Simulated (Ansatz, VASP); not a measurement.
# Two plane-wave programs on SnO

```
CELL_PARAMETERS angstrom
3.86614 0.00000 0.00000
0.00000 3.86614 0.00000
0.00000 0.00000 5.14019
ATOMIC_POSITIONS crystal
Sn 0.50000 0.00000 0.77415
Sn 0.00000 0.50000 0.22585
O 0.00000 0.00000 0.00000
O 0.50000 0.50000 0.00000
```

Alike in both runs: task relaxation of cell and atoms; functional PBE; k mesh 10 × 10 × 8; occupations gaussian, width 0.02 eV; no spin polarisation.

|  | VASP | Ansatz |
| --- | --- | --- |
| version | VASP 6.6.1 | Ansatz 0.2.0 |
| potentials or method | VASP PAW PBE potentials, release 64 (Sn_d, O), cutoff 600 eV | scalar-relativistic, plane waves, PAW |
| valence electrons in the cell | 40 | 40 |

|  | VASP | Ansatz | Ansatz less VASP |
| --- | --- | --- | --- |
| gap on the k mesh at the Fermi level, each at its own relaxed structure (eV) | 0.45 | 0.51 | +0.062 |
| relaxed volume (Å³/atom) | 18.85 | 18.99 | +0.143 |
| relaxed length of the cell vector where the two differ most in proportion (Å) | 5.039 | 5.078 | +0.0383 |
